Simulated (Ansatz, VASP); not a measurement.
**Two plane-wave programs on C**

```
CELL_PARAMETERS angstrom
0.00000 1.75927 1.75927
1.75927 0.00000 1.75927
1.75927 1.75927 0.00000
ATOMIC_POSITIONS crystal
C 0.75000 0.75000 0.75000
C 0.50000 0.50000 0.50000
```

Alike in both runs: task single point; functional B3LYP; k mesh 7 × 7 × 7; occupations fermi-dirac, width 0.05 eV; no spin polarisation.

|  | VASP | Ansatz |
| --- | --- | --- |
| version | VASP 6.6.1 | Ansatz 0.2.0 |
| potentials or method | VASP PAW PBE potentials, release 64 (C) | Ansatz PAW |
| plane-wave cutoff (eV) | 520 | 420 |
| valence electrons in the cell | 8 | 8 |

Ansatz gave:

```
gap on the k mesh at the Fermi level (eV) : 6.24
least direct gap on the mesh (eV)         : 7.56
pressure (GPa)                            : 20.0
```

Question: What did VASP give for the same quantities?

Answer: gap on the k mesh at the Fermi level (eV): 6.26; least direct gap on the mesh (eV): 7.59; pressure (GPa): 21.0.

VASP's potentials were made for PBE, not for B3LYP. With one functional, cell and mesh, what is left measures potentials, basis and numerics.

The k mesh is coarse, so the values compare programs but aren't converged. Noted on Ansatz's run: Pulay correction over one GPa; odd divisions of the mesh miss points on the zone boundary, where band edges often lie, so the gap on the mesh can be too wide.
